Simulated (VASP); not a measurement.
Here is a VASP 6.6.1 calculation.

The input INCAR:

```
PREC = Accurate ; ENCUT = 520
EDIFF = 1E-6 ; ISMEAR = -1
SIGMA = 0.05 ; LREAL = False
LASPH = True ; NELM = 80
ALGO = Normal ; ISIF = 2
LWAVE = False ; LCHARG = False
GGA = PS ; NBANDS = 33
```

Contents of KPOINTS:

```
regular mesh
0
Gamma
  5 5 8
```

The input POSCAR:

```
TaN
1.0
    5.3637274799      0.0000000000      0.0000000000
   -2.6818637400      4.6451242586      0.0000000000
    0.0000000000      0.0000000000      3.0049674161
Ta N
3 3
Direct
    0.3333333333      0.6666666667      0.5000000000
    0.6666666667      0.3333333333      0.5000000000
    0.0000000000      0.0000000000      0.0000000000
    0.3928500000      0.0000000000      0.0000000000
    0.6071500000      0.6071500000      0.0000000000
    0.0000000000      0.3928500000      0.0000000000
```

Potentials or basis: VASP PAW PBE potentials, release 64 (Ta_pv, N).

Command:

```bash
$ cat potpaw_PBE.64/Ta_pv/POTCAR potpaw_PBE.64/N/POTCAR > POTCAR
$ mpirun -np 1 vasp_std > vasp.out
```

(1) Predict the largest force.

(2) Predict the pressure.

(3) What does it give for the band gap on the k mesh?

## Answers

(1) 0.375 eV/Å.

(2) -28.0 GPa.

(3) zero (band 24 reaches 8.84 eV, above the bottom of band 25 at 6.03 eV).

Caveat: the PAW data sets were made with another functional, which shifts forces and pressure a little; spin-orbit coupling is left out, which moves the levels of the heavy elements.
